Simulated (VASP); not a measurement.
A run of VASP 6.6.1:

Contents of INCAR:

```
PREC = Accurate
ENCUT = 520
EDIFF = 1E-6
ISMEAR = 0
SIGMA = 0.05
LREAL = F
LASPH = T
NELM = 60
ALGO = Normal
ISIF = 2
LWAVE = F
LCHARG = F
NBANDS = 16
```

File KPOINTS:

```
Automatic mesh
0
Gamma
  12 12 6
```

File POSCAR:

```
SiC
1.0
    3.0123758657      0.0000000000      0.0000000000
   -1.5061879329      2.6087940254      0.0000000000
    0.0000000000      0.0000000000      4.7499142650
Si C
2 2
Direct
    0.3333333333      0.6666666667      0.0014458110
    0.6666666667      0.3333333333      0.5014458110
    0.3333333333      0.6666666667      0.3835541890
    0.6666666667      0.3333333333      0.8835541890
```

Potentials or basis: VASP PAW LDA potentials, release 64 (Si, C).

The run is started by

```bash
$ cat potpaw_LDA.64/Si/POTCAR potpaw_LDA.64/C/POTCAR > POTCAR
$ mpirun -np 1 vasp_std > vasp.out
```

Hardware: 1 thread of AMD EPYC 7R13 (shared host).

**Question.** Estimate the wall time of this run.

**Answer.** Wall time 79 s on 1 thread of AMD EPYC 7R13, with other jobs on the host, peak memory 0.13 GiB. Counts: scf iterations 12, k points 76.
